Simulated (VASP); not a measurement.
Wanted: the native input for a VASP 6.6.1 run.

- Task: single point
- Functional: PBE
- Potentials or basis: VASP PAW PBE potentials, release 64 (Ge_d, P)
- Cutoff: 520 eV
- k mesh: 12 × 12 × 16
- Occupations: gaussian, width 0.1 eV
- Spin: no spin polarisation
- Dipole correction: no
- Further INCAR settings: ALGO = Normal; EDIFF = 1e-07; NBANDS = 24

The structure of Ge2P lies in POSCAR:

```
Ge2P
1.0
    4.7515321810      0.0000000000      0.0000000000
   -2.3757660905      4.1149475757      0.0000000000
    0.0000000000      0.0000000000      2.7321125618
Ge P
2 1
Direct
    0.3333333333      0.6666666667      0.5000000000
    0.6666666667      0.3333333333      0.5000000000
    0.0000000000      0.0000000000      0.0000000000
```

The cell was generated, and may not be a known phase.

The input as run:

INCAR

```
  ALGO = Normal
  EDIFF = 1E-7
  ENCUT = 520
  GGA = PE
  ISIF = 2
  ISMEAR = 0
  LASPH = True
  LCHARG = False
  LREAL = False
  LWAVE = False
  NBANDS = 24
  NELM = 100
  PREC = Accurate
  SIGMA = 0.1
```

KPOINTS

```
k-points
0
Gamma
  12 12 16
```

Potentials or basis: VASP PAW PBE potentials, release 64 (Ge_d, P).

Launch:

```bash
$ cat potpaw_PBE.64/Ge_d/POTCAR potpaw_PBE.64/P/POTCAR > POTCAR
$ mpirun -np 1 vasp_std > vasp.out
```

Results of the run:

```json
{
  "Pressure": "0.0 GPa",
  "Band gap on the k mesh": "zero (an odd number of electrons rules out a gap without spin polarisation)"
}
```

Wall time 100 s on 1 thread of Intel(R) Xeon(R) Platinum 8124M CPU @ 3.00GHz (Skylake/Cascade Lake) (shared host), peak memory 0.3 GiB.
